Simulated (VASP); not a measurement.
# BAs (F-43m) in VASP: further runs

BAs is run at these levels: r2SCAN; tasks: single point.

Everything below comes from runs of VASP 6.6.1. Logs are shortened: lines on timing, memory, paths and dates and some standing lists are left out, and cuts for length are marked.

## 1. The cell of the first run

The structure is cubic, space group F-43m (No. 216). The conventional cell has a = 4.688 Å, b = 4.688 Å, c = 4.688 Å, α = 90.00°, β = 90.00°, γ = 90.00°. Within 2.7 Å of B (site symmetry -43m) lie 4 As at 2.03 Å. Within 2.7 Å of As (site symmetry -43m) lie 4 B at 2.03 Å.

## 2. Single point, r2SCAN (strain -2.0%)

The input, POSCAR:

```
BAs
1.0
    0.0000000000      2.3440302520      2.3440302520
    2.3440302520      0.0000000000      2.3440302520
    2.3440302520      2.3440302520      0.0000000000
B As
1 1
Direct
    0.0000000000      0.0000000000      0.0000000000
    0.2500000000      0.2500000000      0.2500000000
```

The input, INCAR.step1:

```
ALGO     = Normal         # electronic algorithm
EDIFF    = 1E-4           # SCF threshold, eV
ENCUT    = 520            # plane-wave cutoff, eV
GGA      = PE             # functional
ISMEAR   = 0              # smearing method
LASPH    = True           # aspherical terms in the spheres
LCHARG   = False          # write CHGCAR
LREAL    = False          # projectors in reciprocal space
LWAVE    = True           # write WAVECAR
NBANDS   = 11             # bands
NELM     = 80             # most SCF steps
PREC     = Accurate       # precision mode
SIGMA    = 0.01           # smearing width, eV
```

The input, INCAR.step2:

```
ALGO     = Normal         # electronic algorithm
EDIFF    = 1E-6           # SCF threshold, eV
ENCUT    = 520            # plane-wave cutoff, eV
ISIF     = 2              # what is computed and relaxed
ISMEAR   = 0              # smearing method
ISTART   = 1            
LASPH    = True           # aspherical terms in the spheres
LCHARG   = False          # write CHGCAR
LMIXTAU  = True         
LREAL    = False          # projectors in reciprocal space
LWAVE    = False          # write WAVECAR
METAGGA  = R2SCAN         # meta-GGA
NBANDS   = 11             # bands
NELM     = 80             # most SCF steps
PREC     = Accurate       # precision mode
SIGMA    = 0.01           # smearing width, eV
```

The input, KPOINTS:

```
k-points
0
Gamma
  10 10 10
```

Potentials or basis: VASP PAW PBE potentials, release 64 (B, As).

On the command line:

```console
$ cat potpaw_PBE.64/B/POTCAR potpaw_PBE.64/As/POTCAR > POTCAR
$ cp INCAR.step1 INCAR
$ mpirun -np 1 vasp_std > vasp.out
$ cp INCAR.step2 INCAR
$ mpirun -np 1 vasp_std > vasp.out
```

OUTCAR:

```text
EDIFF = 1E-6
   ENCUT = 520
   ISIF = 2
   ISMEAR = 0
   ISTART = 1
   LASPH = True
   LREAL = False
   METAGGA = R2SCAN
   NELM = 80
   PREC = Accurate

 ion  position               nearest neighbor table
   1  0.000  0.000  0.000-   2 2.03   2 2.03   2 2.03   2 2.03
   2  0.250  0.250  0.250-   1 2.03   1 2.03   1 2.03   1 2.03

  LATTYP: Found a face centered cubic cell.
 ALAT       =     4.6880605040

  Lattice vectors:

 A1 = (   0.0000000000,   2.3440302520,   2.3440302520)
 A2 = (   2.3440302520,   0.0000000000,   2.3440302520)
 A3 = (   2.3440302520,   2.3440302520,   0.0000000000)

Analysis of symmetry for initial positions (statically):
=====================================================================
 Subroutine PRICEL returns:
 Original cell was already a primitive cell.

 Routine SETGRP: Setting up the symmetry group for a
 face centered cubic supercell.

 Subroutine GETGRP returns: Found 24 space group operations
 (whereof 24 operations were pure point group operations)
 out of a pool of 48 trial point group operations.

The static configuration has the point symmetry T_d .

Analysis of symmetry for dynamics (positions and initial velocities):
=====================================================================
 Subroutine PRICEL returns:
 Original cell was already a primitive cell.

 Routine SETGRP: Setting up the symmetry group for a
 face centered cubic supercell.

 Subroutine GETGRP returns: Found 24 space group operations
 (whereof 24 operations were pure point group operations)
 out of a pool of 48 trial point group operations.

The dynamic configuration has the point symmetry T_d .

 Subroutine INISYM returns: Found 24 space group operations
 (whereof 24 operations are pure point group operations),
 and found     1 'primitive' translations

----------------------------------------------------------------------------------------

                                     Primitive cell

  volume of cell :      25.7584

  direct lattice vectors                    reciprocal lattice vectors
     0.000000000  2.344030252  2.344030252    -0.213307827  0.213307827  0.213307827
     2.344030252  0.000000000  2.344030252     0.213307827 -0.213307827  0.213307827
     2.344030252  2.344030252  0.000000000     0.213307827  0.213307827 -0.213307827

  length of vectors
     3.314959373  3.314959373  3.314959373     0.369459994  0.369459994  0.369459994

  position of ions in fractional coordinates (direct lattice)
     0.000000000  0.000000000  0.000000000
     0.250000000  0.250000000  0.250000000

  ion indices of the primitive-cell ions
   primitive index   ion index
                 1           1
                 2           2

----------------------------------------------------------------------------------------

 KPOINTS: k-points

Automatic generation of k-mesh.
 Grid dimensions read from file:
 generate k-points for:   10   10   10

 Generating k-lattice:

  Cartesian coordinates                     Fractional coordinates (reciprocal lattice)
    -0.021330783  0.021330783  0.021330783     0.100000000  0.000000000  0.000000000
     0.021330783 -0.021330783  0.021330783     0.000000000  0.100000000  0.000000000
     0.021330783  0.021330783 -0.021330783     0.000000000  0.000000000  0.100000000

  Length of vectors
     0.036945999  0.036945999  0.036945999

  Shift w.r.t. Gamma in fractional coordinates (k-lattice)
     0.000000000  0.000000000  0.000000000

 Subroutine IBZKPT returns following result:
 ===========================================

 Found     47 irreducible k-points:

 Following reciprocal coordinates:
            Coordinates               Weight
  0.000000  0.000000  0.000000      1.000000
  0.100000  0.000000  0.000000      8.000000
  0.200000  0.000000  0.000000      8.000000
  0.300000  0.000000  0.000000      8.000000
  0.400000  0.000000  0.000000      8.000000
  0.500000  0.000000  0.000000      4.000000
[... 16 lines left out ...]
  0.300000  0.300000  0.000000      6.000000
  0.400000  0.300000  0.000000     24.000000
 [... further k-points ...]
   k-points           NKPTS =     47   k-points in BZ     NKDIM =     47   number of bands    NBANDS=     11
   number of dos      NEDOS =    301   number of ions     NIONS =      2
   total plane-waves  NPLWV =  21952
   dimension x,y,z NGX =    28 NGY =   28 NGZ =   28
   dimension x,y,z NGXF=    56 NGYF=   56 NGZF=   56
   ions per type =               1   1
   NGX,Y,Z   is equivalent  to a cutoff of  14.04, 14.04, 14.04 a.u.
   NGXF,Y,Z  is equivalent  to a cutoff of  28.08, 28.08, 28.08 a.u.
 SYSTEM =  unknown system
   PREC   = accura    normal or accurate (medium, high low for compatibility)
   ISTART =      1    job   : 0-new  1-cont  2-samecut
   ICHARG =      0    charge: 1-file 2-atom 10-const
   ISPIN  =      1    spin polarized calculation?
   LNONCOLLINEAR =      F non collinear calculations
   LSORBIT =      F    spin-orbit coupling
   LASPH  =      T    aspherical Exc in radial PAW
   ENCUT  =  520.0 eV  38.22 Ry    6.18 a.u.   6.16  6.16  6.16*2*pi/ulx,y,z
   NELM   =     80;   NELMIN=  2; NELMDL=  0     # of ELM steps
   EDIFF  = 0.1E-05   stopping-criterion for ELM
   LREAL  =      F    real-space projection
   EDIFFG = 0.1E-04   stopping-criterion for IOM
   NSW    =      0    number of steps for IOM
   IBRION =     -1    ionic relax: 0-MD 1-quasi-New 2-CG
   NFREE  =      0    steps in history (QN), initial steepest desc. (CG)
   ISIF   =      2    stress and relaxation
   ISYM   =      2    0-nonsym 1-usesym 2-fastsym
   POTIM  = 0.5000    time-step for ionic-motion
   TEBEG  =    0.0;   TEEND  =   0.0 temperature during run
   PSTRESS=    0.0 pullay stress
   NELECT =       8.0000    total number of electrons
   NUPDOWN=      -1.0000    fix difference up-down
   EMIN   =  10.00;   EMAX   =-10.00  energy-range for DOS
   EFERMI =   0.00;   METHOD = LEGACY
   ISMEAR =     0;   SIGMA  =   0.01  broadening in eV -4-tet -1-fermi 0-gaus
   EFERMI_NEDOS =   21; number of points for ismear=-14 and -15
   IALGO  =     38    algorithm
   IMIX   =      4    mixing-type and parameters
     AMIX     =   0.40;   BMIX     =  1.00
     AMIX_MAG =   1.60;   BMIX_MAG =  1.00
  volume/ion in A,a.u.               =      12.88        86.91
  Fermi-wavevector in a.u.,A,eV,Ry     =   1.108660  2.095063 16.723281  1.229126
  Thomas-Fermi vector in A             =   2.245190
   LORBIT       =      0    0 simple, 1 ext, 2 COOP (PROOUT), +10 PAW based schemes
   METAGGA = R2SCAN    functional components
   LHFCALC =     F    Hartree Fock is set to
   AEXX    =    0.0000 exact exchange contribution
   IVDW    =     0    specifies the selected vdW correction
   LEPSILON=     F    determine dielectric tensor
   LRPA    =     F    only Hartree local field effects (RPA)
 non-spin polarized calculation
 Gauss-broadening in eV      SIGMA  =   0.01
  energy-cutoff  :      520.00
  volume of cell :       25.76
 maximum number of plane-waves:       701
 NGX is ok and might be reduce to    28
   NGX = 13   NGY = 13   NGZ = 13

 number of electron       8.0000000 magnetization

 Free energy of the ion-electron system (eV)
  ---------------------------------------------------
  ext. energy  EPLUGINS =         0.00000000
  ---------------------------------------------------
  free energy    TOTEN  =       -22.20611710 eV

  energy without entropy =      -22.20611710  energy(sigma->0) =      -22.20611710

 E-fermi :   6.7360     XC(G=0): -11.3910

 val. band max:        6.6697302353   @ k =   0.0000   0.0000   0.0000
 cond. band min:       7.9773800838   @ k =   0.4000   0.4000   0.0000
 fundamental gap:      1.3076498486
 Fermi energy:         6.7359832006

 k-point     1 :       0.0000    0.0000    0.0000
  band No.  band energies     occupation
      1     -10.0384      2.00000
      2       6.6697      2.00000
      3       6.6697      2.00000
      4       6.6697      2.00000
      5      10.1813      0.00000
      6      10.1813      0.00000
      7      10.1813      0.00000
      8      12.5879      0.00000
      9      17.3683      0.00000
     10      20.3353      0.00000
     11      20.3353      0.00000

 k-point     2 :       0.1000    0.0000    0.0000
  band No.  band energies     occupation
      1      -9.8570      2.00000
      2       5.1581      2.00000
      3       6.3262      2.00000
      4       6.3262      2.00000
      5      10.5221      0.00000
      6      10.6319      0.00000
      7      10.6319      0.00000
      8      13.3554      0.00000
      9      18.0647      0.00000
     10      19.2511      0.00000
     11      19.2511      0.00000

 k-point     3 :       0.2000    0.0000    0.0000
  band No.  band energies     occupation
      1      -9.3208      2.00000
      2       2.5749      2.00000
      3       5.6797      2.00000
      4       5.6797      2.00000
      5      10.4544      0.00000
      6      11.4293      0.00000
      7      11.4293      0.00000
      8      14.9378      0.00000
      9      18.4977      0.00000
     10      18.4977      0.00000
     11      19.0584      0.00000

 k-point     4 :       0.3000    0.0000    0.0000
  band No.  band energies     occupation
      1      -8.4654      2.00000
      2       0.0553      2.00000
      3       5.1126      2.00000
      4       5.1126      2.00000
      5      10.2236      0.00000
      6      11.8448      0.00000
      7      11.8448      0.00000
      8      16.1341      0.00000
      9      19.0469      0.00000
     10      19.0469      0.00000
     11      19.1820      0.00000

 k-point     5 :       0.4000    0.0000    0.0000
  band No.  band energies     occupation
      1      -7.4256      2.00000
      2      -2.0309      2.00000
      3       4.7500      2.00000
      4       4.7500      2.00000
      5      10.0548      0.00000
      6      11.8381      0.00000
      7      11.8381      0.00000
      8      16.4044      0.00000
      9      20.0644      0.00000
     10      20.8020      0.00000
     11      20.8020      0.00000
[... 211 lines left out ...]
 k-point    21 :      -0.3000    0.2000    0.0000
  band No.  band energies     occupation
      1      -7.1915      2.00000
      2      -1.0235      2.00000
      3       1.5641      2.00000
      4       4.4749      2.00000
      5      10.6227      0.00000
      6      13.1230      0.00000
      7      13.6138      0.00000
      8      15.7548      0.00000
      9      18.0373      0.00000
     10      19.9178      0.00000
     11      23.4920      0.00000

 k-point    22 :      -0.2000    0.2000    0.0000
  band No.  band energies     occupation
      1      -8.1724      2.00000
      2       0.7405      2.00000
      3       2.1397      2.00000
      4       5.2173      2.00000
      5      11.1367      0.00000
      6      12.2247      0.00000
      7      13.3227      0.00000
      8      14.5402      0.00000
      9      17.1244      0.00000
     10      20.4963      0.00000
     11      22.4297      0.00000

 k-point    23 :       0.3000    0.3000    0.0000
  band No.  band energies     occupation
      1      -7.9111      2.00000
      2       1.0756      2.00000
      3       3.0929      2.00000
      4       3.0929      2.00000
      5       8.2144      0.00000
      6      10.6800      0.00000
      7      16.0331      0.00000
      8      16.0331      0.00000
      9      19.0381      0.00000
     10      22.6787      0.00000
     11      23.4096      0.00000

 k-point    24 :       0.4000    0.3000    0.0000
  band No.  band energies     occupation
      1      -7.0908      2.00000
      2      -0.3230      2.00000
      3       2.2343      2.00000
      4       2.7639      2.00000
      5       8.5425      0.00000
      6      10.3947      0.00000
      7      16.5130      0.00000
      8      16.6981      0.00000
      9      20.1635      0.00000
     10      23.6316      0.00000
     11      24.2262      0.00000

 [... further k-points ...]
[... 5 lines left out ...]
  --------------------------------------------------------------------------------------
  -------------------------------------------------------------------------------------
  Total        1.6205687      1.6205687      1.6205687      0.0000000      0.0000000     -0.0000000
  in kB      100.7995047    100.7995047    100.7995047      0.0000000      0.0000000     -0.0000000
  external PRESSURE =     100.7995047 kB  Pullay stress =       0.0000000 kB

 VOLUME and BASIS-vectors are now :
 -----------------------------------------------------------------------------
  energy-cutoff  :      520.00
  volume of cell :       25.76
      direct lattice vectors                 reciprocal lattice vectors
     0.000000000  2.344030252  2.344030252    -0.213307827  0.213307827  0.213307827
     2.344030252  0.000000000  2.344030252     0.213307827 -0.213307827  0.213307827
     2.344030252  2.344030252  0.000000000     0.213307827  0.213307827 -0.213307827

 POSITION                                       TOTAL-FORCE (eV/Angst)
 -----------------------------------------------------------------------------------
      0.00000      0.00000      0.00000        -0.000000     -0.000000     -0.000000
      1.17202      1.17202      1.17202         0.000000      0.000000      0.000000
 -----------------------------------------------------------------------------------
    total drift:                               -0.000000     -0.000000     -0.000000

  FREE ENERGIE OF THE ION-ELECTRON SYSTEM (eV)
  ---------------------------------------------------
  free  energy   TOTEN  =       -22.2061171015 eV

  energy  without entropy=      -22.2061171015  energy(sigma->0) =      -22.20611710
```

Wall time 35 s (1 thread of Intel Xeon 6975P-C (Granite Rapids), shared host); peak memory 0.17 GiB.

What came out:

- Free energy: -22.2061 eV
- Pressure: 10.1 GPa
- Band gap on the k mesh: 1.31 eV, indirect (least direct gap 3.51 eV)

Caveat: the cell differs from its parent crystal (strain -2.0%); the PAW data sets were made with another functional, which shifts forces and pressure a little. A k mesh can miss the band edges.

## 3. Single point, r2SCAN (strain -1.0%)

The input, POSCAR:

```
BAs
1.0
    0.0000000000      2.3679489280      2.3679489280
    2.3679489280      0.0000000000      2.3679489280
    2.3679489280      2.3679489280      0.0000000000
B As
1 1
Direct
    0.0000000000      0.0000000000      0.0000000000
    0.2500000000      0.2500000000      0.2500000000
```

The input, INCAR.step1:

```
SYSTEM = BAs
PREC     = Accurate       ! precision mode
ENCUT    = 520            ! plane-wave cutoff, eV
ISMEAR   = 0              ! smearing method
SIGMA    = 0.01           ! smearing width, eV
LREAL    = .False.        ! projectors in reciprocal space
LASPH    = .True.         ! aspherical terms in the spheres
NELM     = 80             ! most SCF steps
NBANDS   = 11             ! bands
GGA      = PE             ! functional
ALGO     = Normal         ! electronic algorithm
EDIFF    = 1E-4           ! SCF threshold, eV
LWAVE    = .True.         ! write WAVECAR
LCHARG   = .False.        ! write CHGCAR
```

The input, INCAR.step2:

```
SYSTEM = BAs
PREC     = Accurate       ! precision mode
ENCUT    = 520            ! plane-wave cutoff, eV
EDIFF    = 1E-7           ! SCF threshold, eV
ISMEAR   = 0              ! smearing method
SIGMA    = 0.01           ! smearing width, eV
LREAL    = .False.        ! projectors in reciprocal space
LASPH    = .True.         ! aspherical terms in the spheres
NELM     = 80             ! most SCF steps
ALGO     = Normal         ! electronic algorithm
ISIF     = 2              ! what is computed and relaxed
LWAVE    = .False.        ! write WAVECAR
LCHARG   = .True.         ! write CHGCAR
METAGGA  = R2SCAN         ! meta-GGA
LMIXTAU  = .True.       
LELF     = .True.         ! ELF
LVHAR    = .True.       
NBANDS   = 11             ! bands
ISTART   = 1
```

The input, KPOINTS:

```
regular mesh
0
Gamma
  10 10 10
  0 0 0
```

Potentials or basis: VASP PAW PBE potentials, release 64 (B, As).

On the command line:

```console
$ cat potpaw_PBE.64/B/POTCAR potpaw_PBE.64/As/POTCAR > POTCAR
$ cp INCAR.step1 INCAR
$ mpirun -np 1 vasp_std > vasp.out
$ cp INCAR.step2 INCAR
$ mpirun -np 1 vasp_std > vasp.out
```

Run time: 35 s. Hardware: 1 thread of Intel Xeon 6975P-C (Granite Rapids), shared host; peak memory 0.17 GiB.

It converged, with:

| Property | Result |
| --- | --- |
| Free energy | -22.2432 eV |
| Pressure | 4.8 GPa |
| Band gap on the k mesh | 1.34 eV, indirect (least direct gap 3.48 eV) |

Levels at points of the mesh, in eV from the valence-band top:
```
           k point  band 2  band 3  band 4  band 5  band 6  band 7
(0.00, 0.00, 0.00)    0.00    0.00    0.00    3.48    3.48    3.48
(0.50, 0.00, 0.00)   -9.44   -1.99   -1.99    3.13    5.08    5.08
(0.50, 0.50, 0.00)   -9.22   -4.43   -4.43    1.58    1.67   12.42
```

Caveat: the cell differs from its parent crystal (strain -1.0%); the PAW data sets were made with another functional, which shifts forces and pressure a little.

[end of part 1 of 2]
